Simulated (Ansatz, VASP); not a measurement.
## C: VASP beside Ansatz

```xyz
4
Lattice="2.4554 0.0000 0.0000 -1.2277 2.1264 0.0000 0.0000 0.0000 6.6647" Properties=species:S:1:pos:R:3 pbc="T T T"
C     0.0000    0.0000    4.9985
C     0.0000    0.0000    1.6662
C     0.0000    1.4176    4.9985
C     1.2277    0.7088    1.6662
```

Alike in both runs: task single point; functional PBE; k mesh 12 × 12 × 4; occupations fermi-dirac, width 0.02 eV; no spin polarisation.

|  | VASP | Ansatz |
| --- | --- | --- |
| version | VASP 6.6.1 | Ansatz 0.2.0 |
| potentials or method | VASP PAW PBE potentials, release 64 (C) | plane waves, PAW |
| plane-wave cutoff (eV) | 600 | 420 |
| valence electrons in the cell | 16 | 16 |

Ansatz gave:

| Item | Value |
| --- | --- |
| pressure (GPa) | 4.8 |
| traceless stress, the component that is largest in VASP (GPa) | -1.08 |

Problem. What did VASP give for the same quantities?

Solution. Pressure (GPa): 4.9; traceless stress, the component that is largest in VASP (GPa): -1.43.

The functional is the same, so the differences come from potentials, cutoffs and numerics.
